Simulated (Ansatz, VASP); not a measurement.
**InPd in VASP and in Ansatz**

```
In Pd
1.0
     3.21398    0.00000    0.00000
     0.00000    3.21398    0.00000
     0.00000    0.00000    3.21398
In Pd
1 1
Direct
  0.00000 0.00000 0.00000
  0.50000 0.50000 0.50000
```

Alike in both runs: functional LDA; k mesh 14 × 14 × 14; occupations gaussian, width 0.1 eV; no spin polarisation.

Ansatz relaxed the structure, and its values are those at the end. VASP's run is a single point on that final structure, the one shown.

```csv
,VASP,Ansatz
version,VASP 6.6.1,Ansatz 0.2.0
potentials or method,"VASP PAW LDA potentials, release 64 (In_d, Pd), cutoff 520 eV","scalar-relativistic, plane waves, PAW"
valence electrons in the cell,23,31
```

|  | VASP | Ansatz | Ansatz less VASP |
| --- | --- | --- | --- |
| gap on the k mesh at the Fermi level (eV) | none | none | - |
| pressure (GPa) | 0.5 | 0.0 | -0.51 |

LDA's correlation is that of Perdew and Zunger in VASP and of Perdew and Wang (1992) in Ansatz. A gap of «none» marks a metal or a gap that the smearing closes. VASP's potentials hold 23 valence electrons a cell and Ansatz's 31, so a difference there can come from the potentials and not from the codes.
